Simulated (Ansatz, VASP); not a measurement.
## Mo: VASP beside Ansatz

INCAR

```
SYSTEM = Mo
  PREC = Accurate
  ENCUT = 520
  EDIFF = 1E-6
  ISMEAR = -1
  SIGMA = 0.08
  LREAL = .False.
  LASPH = .True.
  NELM = 80
  ALGO = Normal
  ISIF = 2
  LWAVE = .False.
  LCHARG = .True.
  GGA = PE
  LELF = .True.
  LVHAR = .True.
  NBANDS = 13
```

File KPOINTS:

```
regular mesh
0
Gamma
  18 18 16
  0 0 0
```

POSCAR

```
Mo
1.0
    2.5164775534      0.0000000000      0.0000000000
   -1.2582387767      2.1793334893      0.0000000000
    0.0000000000      0.0000000000      2.2972287724
Mo
1
Direct
    0.0000000000      0.0000000000      0.0000000000
```

Input for Ansatz:

```yaml
crystal:
  lattice:
    - [2.5164775534, 0.0, 0.0]
    - [-1.2582387767, 2.1793334893, 0.0]
    - [0.0, 0.0, 2.2972287724]
  atoms:
    - { symbol: Mo, position: [0.0, 0.0, 0.0] }
kpoints:
  mp_grid: { grid: [18, 18, 16] }
scf:
  occupations: { method: fermi_dirac, width: 0.08 }
hamiltonian:
  xc: pbe
  pseudopotentials: { kind: all_electron, lapw: { basis_error: 0.001 } }
output:
  forces: true
  stress: true
  eigenvalues: true
  populations: true
```

Change from the starting cell: volume scaled by 0.75, LAPW.

Alike in both runs: task single point; functional PBE; k mesh 18 × 18 × 16; occupations fermi-dirac, width 0.08 eV; no spin polarisation.

|  | VASP | Ansatz |
| --- | --- | --- |
| version | VASP 6.6.1 | Ansatz 0.2.0 |
| potentials or method | VASP PAW PBE potentials, release 64 (Mo_sv), cutoff 520 eV | all-electron LAPW, scalar-relativistic |

|  | VASP | Ansatz | Ansatz less VASP |
| --- | --- | --- | --- |
| pressure (GPa) | 109.3 | 107.1 | -2.14 |
| traceless stress, the component that is largest in VASP (GPa) | 1.06 | 0.02 | -1.034 |

Both programs put the cell under a high pressure, so it lies far from rest at this level. Ansatz ran all-electron here, and VASP with PAW potentials.

Noted on VASP's run: the cell as given lies far from equilibrium.
